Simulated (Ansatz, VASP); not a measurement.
# One calculation of WS2, two programs

```
CELL_PARAMETERS angstrom
3.12394 0.00000 0.00000
-1.56197 2.70541 0.00000
0.00000 0.00000 16.93754
ATOMIC_POSITIONS crystal
W 0.33333 0.66667 0.00202
S 0.64720 0.33333 0.90137
S 0.68613 0.33333 0.08706
```

Change from the starting cell: mode 4 frozen in at -0.061 Å and mode 9 at -0.098 Å (largest displacements).

Alike in both runs: task single point; functional PBEsol; dispersion D3(BJ); k mesh 12 × 12 × 2; occupations gaussian, width 0.05 eV; no spin polarisation.

```csv
,VASP,Ansatz
version,VASP 6.6.1,Ansatz 0.2.0
potentials or method,"VASP PAW PBE potentials, release 64 (W_sv, S), cutoff 520 eV","scalar-relativistic, plane waves, PAW"
valence electrons in the cell,26,26
```

Ansatz gave:

* gap on the k mesh at the Fermi level (eV): 1.73
* least direct gap on the mesh (eV): 2.03
* rms of the force components (eV/Å): 1.879

Question: Estimate VASP's values.

Answer: gap on the k mesh at the Fermi level (eV): 1.74; least direct gap on the mesh (eV): 2.03; rms of the force components (eV/Å): 1.883.

VASP's potentials were made for PBE, not for PBEsol, and Ansatz warns of the same on its side. Atom by atom the forces differ by 0.010 eV/Å (rms over components).

Spin-orbit coupling is off throughout.
